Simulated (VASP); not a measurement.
# Si7O16 (a cell with a defect): single point with PBE+D3(BJ)

Si7O16 (a cell with a defect):

```xyz
23
Lattice="-4.1929 -4.1929 0.0000 4.1929 -4.1929 0.0000 0.0000 0.0000 5.3408" Properties=species:S:1:pos:R:3 pbc="T T T"
Si    0.0044   -4.1937    0.0202
Si    0.0038   -4.1944    2.6675
Si    2.1003   -2.0981    4.0145
Si    0.0042   -0.0013    0.0063
Si   -2.0926   -2.0979    1.3439
Si    0.0039   -0.0016    2.6816
Si   -2.0924   -2.0979    4.0143
O     1.2341   -2.9643   -0.0864
O     0.7754   -0.7727    1.3440
O    -1.2255   -5.4237   -0.0873
O     3.4259   -3.4228    1.3440
O     1.2338   -2.9647    2.7748
O     0.8142   -0.8119    4.0144
O    -1.2261   -5.4244    2.7748
O     3.3865   -3.3841    4.0144
O    -2.9023   -2.9076    0.0002
O     0.8246   -5.0150    1.3439
O    -1.2826   -1.2878    0.0004
O    -0.8168   -3.3736    1.3439
O    -2.9025   -2.9077    2.6875
O     0.8375   -5.0274    4.0143
O    -1.2828   -1.2879    2.6874
O    -0.8291   -3.3607    4.0142
```

* Program: VASP 6.6.1
* Task: single point
* Functional: PBE
* Dispersion: D3(BJ)
* Potentials or basis: VASP PAW PBE potentials, release 64 (Si, O)
* Cutoff: 520 eV
* k mesh: 2 × 2 × 2
* Occupations: fermi-dirac, width 0.05 eV
* Spin: no spin polarisation

```
Pressure                   : 5.7 GPa
Largest force              : 0.056 eV/Å
Band gap on the k mesh     : zero (band 62 reaches 6.33 eV, above the bottom of band 63 at 6.06 eV)
Dispersion energy per atom : -0.212 eV
```

Forces in eV/Å, atoms in the order of the input:
```
Si  -0.001 -0.005  0.019
Si   0.002 -0.004 -0.016
Si   0.002  0.003  0.003
Si  -0.003 -0.002 -0.050
Si  -0.001  0.002  0.005
Si   0.000  0.002  0.056
Si  -0.002  0.003  0.000
O    0.004  0.003  0.007
O    0.034 -0.033  0.001
O   -0.002 -0.004  0.007
O   -0.033  0.031 -0.001
O    0.001  0.005 -0.013
O    0.015 -0.013  0.001
O    0.000  0.002 -0.014
O   -0.017  0.017  0.001
O   -0.015 -0.020 -0.005
O    0.009 -0.009 -0.002
O    0.015  0.012 -0.005
O   -0.009  0.011 -0.001
O   -0.012 -0.015  0.006
O    0.003 -0.004 -0.003
O    0.017  0.015  0.005
O   -0.005  0.003 -0.002
```

Stress tensor (GPa, compression positive):
```
 4.76 -0.67  0.00
-0.67  4.75  0.00
 0.00  0.00  7.65
```

Levels at points of the mesh, in eV from the Fermi level:
| k point | band 59 | band 60 | band 61 | band 62 | band 63 | band 64 | band 65 | band 66 |
| --- | --- | --- | --- | --- | --- | --- | --- | --- |
| (0.00, 0.00, 0.00) | -0.58 | -0.09 | -0.06 | 0.00 | 0.19 | 0.67 | 6.39 | 7.49 |
| (0.50, 0.00, 0.00) | -0.53 | -0.48 | -0.43 | -0.19 | 0.27 | 0.31 | 7.21 | 8.24 |
| (0.00, 0.50, 0.00) | -0.40 | -0.22 | -0.09 | -0.06 | -0.04 | 0.07 | 7.42 | 7.70 |
| (0.50, 0.50, 0.00) | -0.39 | -0.34 | -0.21 | -0.02 | 0.10 | 0.29 | 8.14 | 8.43 |
| (0.00, 0.00, 0.50) | -0.44 | -0.27 | -0.12 | -0.09 | 0.01 | 0.09 | 8.08 | 8.14 |
| (0.50, 0.00, 0.50) | -0.48 | -0.16 | -0.14 | -0.11 | -0.02 | 0.05 | 8.21 | 8.50 |
| (0.00, 0.50, 0.50) | -0.68 | -0.13 | 0.00 | 0.09 | 0.14 | 0.29 | 8.58 | 8.65 |
| (0.50, 0.50, 0.50) | -0.46 | -0.46 | -0.45 | -0.35 | -0.17 | 0.14 | 9.35 | 9.61 |

Run time: 4.7 min on 1 thread of Intel Xeon 6975P-C, on a shared host, peak memory 0.32 GiB.

Caveat: the k points lie up to 0.59 Å⁻¹ apart.
